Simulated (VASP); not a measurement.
# Ge2H in VASP: single point with PBE+D3(BJ)

Aim: the single point of Ge2H with PBE+D3(BJ).

Program: VASP 6.6.1. These are calculated values, not measurements. Logs are shortened: lines on timing, memory, paths and dates and some standing lists are left out, and cuts for length are marked.

## 1. The cell of the first run

The cell holds a slab with vacuum, 3 atoms: a = 4.023 Å, b = 4.023 Å, c = 16.184 Å, α = 90.00°, β = 90.00°, γ = 120.00°.

## 2. Single point, PBE+D3(BJ), collinear spin

File INCAR:

```
SYSTEM = Ge2H
PREC = Accurate ; ENCUT = 520
EDIFF = 1E-6 ; ISMEAR = 0
SIGMA = 0.1 ; LREAL = .FALSE.
LASPH = .TRUE. ; NELM = 150
ALGO = Normal ; ISIF = 2
LWAVE = .FALSE. ; LCHARG = .TRUE.
ISPIN = 2 ; MAGMOM = 0 0 1
LORBIT = 11 ; LDIPOL = .TRUE.
IDIPOL = 3 ; DIPOL = 0.5 0.5 0.308
GGA = PE ; IVDW = 12
LELF = .TRUE. ; LVHAR = .TRUE.
LVACPOTAV = .TRUE. ; NBANDS = 26
```

File KPOINTS:

```
Automatic mesh
0
G
  9 9 1
  0 0 0
```

File POSCAR:

```
Ge2H
1.0
    4.0226895355      0.0000000000      0.0000000000
   -2.0113447678      3.4837513293      0.0000000000
    0.0000000000      0.0000000000     16.1842610144
Ge H
2 1
Direct
    0.3333333333      0.6666666667      0.2894331110
    0.6666666667      0.3333333333      0.2471537005
    0.3333333333      0.6666666667      0.3865568373
```

Potentials or basis: VASP PAW PBE potentials, release 64 (Ge_d, H).

Launch:

```console
$ cat potpaw_PBE.64/Ge_d/POTCAR potpaw_PBE.64/H/POTCAR > POTCAR
$ mpirun -np 1 vasp_std > vasp.out
```

OUTCAR:

```text
SYSTEM = Ge2H
   PREC = Accurate
   ENCUT = 520
   EDIFF = 1E-6
   ISMEAR = 0
   LREAL = .FALSE.
   LASPH = .TRUE.
   NELM = 150
   ISIF = 2
   ISPIN = 2
   LORBIT = 11
   GGA = PE
   IVDW = 12
 IVDW          = 12

 ion  position               nearest neighbor table
   1  0.333  0.667  0.289-   3 1.57   2 2.42   2 2.42   2 2.42
   2  0.667  0.333  0.247-   1 2.42   1 2.42   1 2.42
   3  0.333  0.667  0.387-   1 1.57

  LATTYP: Found a hexagonal cell.
 ALAT       =     4.0226895355
 C/A-ratio  =     4.0232438699

  Lattice vectors:

 A1 = (   4.0226895355,   0.0000000000,   0.0000000000)
 A2 = (  -2.0113447678,   3.4837513293,   0.0000000000)
 A3 = (   0.0000000000,   0.0000000000,  16.1842610144)

Analysis of symmetry for initial positions (statically):
=====================================================================
 Subroutine PRICEL returns:
 Original cell was already a primitive cell.

 Routine SETGRP: Setting up the symmetry group for a
 hexagonal supercell.

 Subroutine GETGRP returns: Found  6 space group operations
 (whereof  6 operations were pure point group operations)
 out of a pool of 24 trial point group operations.

The static configuration has the point symmetry C_3v.

Analysis of symmetry for dynamics (positions and initial velocities):
=====================================================================
 Subroutine PRICEL returns:
 Original cell was already a primitive cell.

 Routine SETGRP: Setting up the symmetry group for a
 hexagonal supercell.

 Subroutine GETGRP returns: Found  6 space group operations
 (whereof  6 operations were pure point group operations)
 out of a pool of 24 trial point group operations.

The dynamic configuration has the point symmetry C_3v.

Analysis of structural, dynamic, and magnetic symmetry:
=====================================================================
 Subroutine PRICEL returns:
 Original cell was already a primitive cell.

 Routine SETGRP: Setting up the symmetry group for a
 hexagonal supercell.

 Subroutine GETGRP returns: Found  6 space group operations
 (whereof  6 operations were pure point group operations)
 out of a pool of 24 trial point group operations.

The overall configuration has the point symmetry C_3v.

 Subroutine INISYM returns: Found  6 space group operations
[... 111 lines left out ...]
   GGA     = PE    functional components
   LHFCALC =     F    Hartree Fock is set to
   AEXX    =    0.0000 exact exchange contribution
   IVDW    =    12    specifies the selected vdW correction
   LEPSILON=     F    determine dielectric tensor
   LRPA    =     F    only Hartree local field effects (RPA)
 spin polarized calculation
 Gauss-broadening in eV      SIGMA  =   0.10
  energy-cutoff  :      520.00
  volume of cell :      226.81
 maximum number of plane-waves:      6153
 NGX is ok and might be reduce to    30
   NGX = 15   NGY = 15   NGZ = 61

 dipolmoment           0.000000      0.000000     -0.008676 electrons x Angstroem

 number of electron      29.0000026 magnetization       1.0000009

 dipolmoment           0.000000      0.000000      0.005699 electrons x Angstroem

 Free energy of the ion-electron system (eV)
  ---------------------------------------------------
  ext. energy  EPLUGINS =         0.00000000
  ---------------------------------------------------
  free energy    TOTEN  =       -10.92919437 eV

  energy without entropy =      -10.92919437  energy(sigma->0) =      -10.92919437

 E-fermi :  -2.6492     XC(G=0):  -2.9755

 val. band max:       -3.0229991537   @ k =   0.0000   0.0000   0.0000
 cond. band min:      -2.2607467892   @ k =   0.4444   0.0000   0.0000
 fundamental gap:      0.7622523645
 Fermi energy:        -2.6491510591

 spin component 1

 k-point     1 :       0.0000    0.0000    0.0000
  band No.  band energies     occupation
      1     -27.1646      1.00000
      2     -27.1646      1.00000
      3     -27.0861      1.00000
      4     -27.0816      1.00000
      5     -27.0816      1.00000
      6     -27.0143      1.00000
[... 337 lines left out ...]
     25       5.8408      0.00000
     26       5.9097      0.00000
 Fermi energy:        -2.6491510591

 spin component 2

 k-point     1 :       0.0000    0.0000    0.0000
  band No.  band energies     occupation
      1     -27.1267      1.00000
      2     -27.1267      1.00000
      3     -27.0549      1.00000
      4     -27.0549      1.00000
      5     -27.0373      1.00000
      6     -26.9295      1.00000
[... 337 lines left out ...]
     25       6.0475      0.00000
     26       6.2565      0.00000

------------------------ aborting loop because EDIFF is reached ----------------------------------------

 Edisp (eV)   -0.32647

 E8    (eV) :    -0.1478

  FORCE on cell =-STRESS in cart. coord.  units (eV):
  Direction    XX          YY          ZZ          XY          YZ          ZX
  --------------------------------------------------------------------------------------
  -------------------------------------------------------------------------------------
  Total       0.91446     0.91446     0.26192    -0.00000     0.00000    -0.00000
  in kB       6.45980     6.45980     1.85021    -0.00000     0.00000    -0.00000
  external pressure =        4.92 kB  Pullay stress =        0.00 kB

 VOLUME and BASIS-vectors are now :
 -----------------------------------------------------------------------------
  energy-cutoff  :      520.00
  volume of cell :      226.81
      direct lattice vectors                 reciprocal lattice vectors
     4.022689535  0.000000000  0.000000000     0.248589903  0.143523447  0.000000000
    -2.011344768  3.483751329  0.000000000     0.000000000  0.287046894  0.000000000
     0.000000000  0.000000000 16.184261014     0.000000000  0.000000000  0.061788425

 POSITION                                       TOTAL-FORCE (eV/Angst)
 -----------------------------------------------------------------------------------
     -0.00000      2.32250      4.68426         0.000000      0.000000      0.469548
      2.01134      1.16125      4.00000         0.000000     -0.000000     -0.456232
     -0.00000      2.32250      6.25614        -0.000000      0.000000     -0.013316
 -----------------------------------------------------------------------------------
    total drift:                                0.000000      0.000000      0.002863

  FREE ENERGIE OF THE ION-ELECTRON SYSTEM (eV)
  ---------------------------------------------------
  free  energy   TOTEN  =       -11.2556626133 eV

  energy  without entropy=      -11.2556626121  energy(sigma->0) =      -11.25566261

 vacuum level on the upper side and lower side of the slab         1.972         1.897

 total charge

# of ion       s       p       d       tot
------------------------------------------
    1        1.110   1.324  10.041  12.475
    2        1.156   1.188  10.006  12.350
    3        0.524   0.012   0.000   0.536
--------------------------------------------------
tot          2.790   2.524  20.047  25.361

 magnetization (x)

# of ion       s       p       d       tot
------------------------------------------
    1        0.007   0.027   0.022   0.056
    2        0.040   0.305  -0.001   0.344
    3        0.060   0.000   0.000   0.060
--------------------------------------------------
tot          0.107   0.331   0.021   0.459
```

stdout:

```text
POSCAR found type information on POSCAR GeH
 POSCAR found :  2 types and       3 ions
 scaLAPACK will be used
 LDA part: xc-table for (Slater+PW92), standard interpolation
 POSCAR, INCAR and KPOINTS ok, starting setup
 FFT: planning ... GRIDC
 FFT: planning ... GRID_SOFT
 FFT: planning ... GRID
 WAVECAR not read
 entering main loop
 -----------------------------------------------------------------------------
|                                                                             |
|           W    W    AA    RRRRR   N    N  II  N    N   GGGG   !!!           |
|           W    W   A  A   R    R  NN   N  II  NN   N  G    G  !!!           |
|           W    W  A    A  R    R  N N  N  II  N N  N  G       !!!           |
|           W WW W  AAAAAA  RRRRR   N  N N  II  N  N N  G  GGG   !            |
|           WW  WW  A    A  R   R   N   NN  II  N   NN  G    G                |
|           W    W  A    A  R    R  N    N  II  N    N   GGGG   !!!           |
|                                                                             |
|     Did not find any points to average over, which means that no vacuum     |
|     field-free region was found. Please increase the size of  your cell     |
|     in the dimension of the dipole correction to obtain accurate            |
|     workfunction values.                                                    |
|                                                                             |
 -----------------------------------------------------------------------------
```

It took 7.9 min on 1 thread of Intel Xeon 8259CL, shared host; peak memory 0.46 GiB.

Results:

| Quantity | Value |
| --- | --- |
| Free energy | -11.2557 eV |
| Largest force | 0.470 eV/Å |
| Band gap on the k mesh | 0.76 eV (least direct gap 0.81 eV) |
| Net moment | 1.00 μB per cell |
| Site moments | Ge +0.06, +0.34; H +0.06 μB |
| Valence electrons inside the program's atomic spheres | Ge 12.47, 12.35; H 0.54 |
| Dispersion energy per atom | -0.109 eV |

Forces in eV/Å, atoms in the order of the input:
```
Ge   0.000  0.000  0.470
Ge   0.000  0.000 -0.456
H    0.000  0.000 -0.013
```

Levels at points of the mesh, in eV from the valence-band top:
Spin up:
```csv
k point,band 12,band 13,band 14,band 15,band 16,band 17,band 18,band 19
"(0.00, 0.00, 0.00)",-5.42,-0.24,-0.24,-0.16,0.83,4.08,4.08,4.34
```
Spin down:
```tsv
k point	band 10	band 11	band 12	band 13	band 14	band 15	band 16	band 17	band 18	band 19
(0.00, 0.00, 0.00)	-23.83	-11.02	-4.92	0.00	0.00	0.81	1.16	4.32	4.32	4.63
```
